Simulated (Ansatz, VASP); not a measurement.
Cu: VASP beside Ansatz

Contents of INCAR:

```
SYSTEM = Cu
ALGO = Normal ; EDIFF = 1E-6
ENCUT = 600 ; GGA = PE
GGA_COMPAT = .FALSE. ; ISIF = 2
ISMEAR = 0 ; LASPH = .TRUE.
LCHARG = .TRUE. ; LELF = .TRUE.
LREAL = .FALSE. ; LVHAR = .TRUE.
LWAVE = .FALSE. ; NBANDS = 12
NELM = 120 ; PREC = Accurate
SIGMA = 0.1
```

Contents of KPOINTS:

```
k-points
0
G
  8 8 8
  0 0 0
```

File POSCAR:

```
Cu
1.0
    0.0000000000      2.2590685462      2.2590685462
    2.2590685462      0.0000000000      2.2590685462
    2.2590685462      2.2590685462      0.0000000000
Cu
1
Direct
    0.0000000000      0.0000000000      0.0000000000
```

Input for Ansatz:

```yaml
crystal:
  lattice:
    - [0.0, 2.2590685462, 2.2590685462]
    - [2.2590685462, 0.0, 2.2590685462]
    - [2.2590685462, 2.2590685462, 0.0]
  atoms:
    - { symbol: Cu, position: [0.0, 0.0, 0.0] }
basis:
  ecutwfc: 420
kpoints:
  mp_grid: { grid: [8, 8, 8] }
hamiltonian:
  xc: pbe
scf:
  occupations: { method: gaussian, width: 0.1 }
output:
  forces: true
  stress: true
  eigenvalues: true
```

Alike in both runs: task single point; functional PBE; k mesh 8 × 8 × 8; occupations gaussian, width 0.1 eV; no spin polarisation.

|  | VASP | Ansatz |
| --- | --- | --- |
| version | VASP 6.6.1 | Ansatz 0.2.0 |
| potentials or method | VASP PAW PBE potentials, release 64 (Cu), cutoff 600 eV | scalar-relativistic, plane waves, PAW |
| valence electrons in the cell | 11 | 19 |

|  | VASP | Ansatz | Ansatz less VASP |
| --- | --- | --- | --- |
| gap on the k mesh at the Fermi level (eV) | none | none | - |
| pressure (GPa) | -16.8 | -17.0 | -0.18 |

A gap of «none» marks a metal or a gap that the smearing closes. The functional is the same, so the differences come from potentials, cutoffs and numerics. VASP's potentials hold 11 valence electrons a cell and Ansatz's 19, so a difference there can come from the potentials and not from the codes.
